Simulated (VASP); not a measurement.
HCN:

```
N C H
1.0
    -2.31606    2.31606    2.15990
     2.31606   -2.31606    2.15990
     2.31606    2.31606   -2.15990
N C H
1 1 1
Direct
  0.27193 0.27193 0.00000
  0.00367 0.00367 0.00000
  0.75210 0.75210 0.00000
```

Base run:

```yaml
Program: VASP 6.6.1
Functional: PBE-based global hybrid with 15 % exact exchange
Potentials_or_basis: VASP PAW PBE potentials, release 64 (N, C, H)
Cutoff: 520 eV
k_mesh: 5 × 5 × 5
Occupations: fermi-dirac, width 0.05 eV
Spin: no spin polarisation
```

Its results: band gap on the k mesh 8.31 eV (least direct gap 8.65 eV); pressure -1.0 GPa; largest force 0.673 eV/Å.

**Question.** The run is repeated on the same cell with these changes: functional from PBE-based global hybrid with 15 % exact exchange to PBE-based global hybrid with 10 % exact exchange; share of exact exchange from 0.15 to 0.1. What comes out?

**Answer.** Band gap on the k mesh 7.83 eV (least direct gap 8.16 eV); pressure -0.5 GPa; largest force 0.424 eV/Å.

Caveats: this functional lacks dispersion, which holds the molecules together, so the pressure and a relaxed volume are unreliable; the PAW data sets were made with another functional, which shifts forces and pressure a little; an odd mesh through Γ misses points on the zone boundary, where band edges can lie.
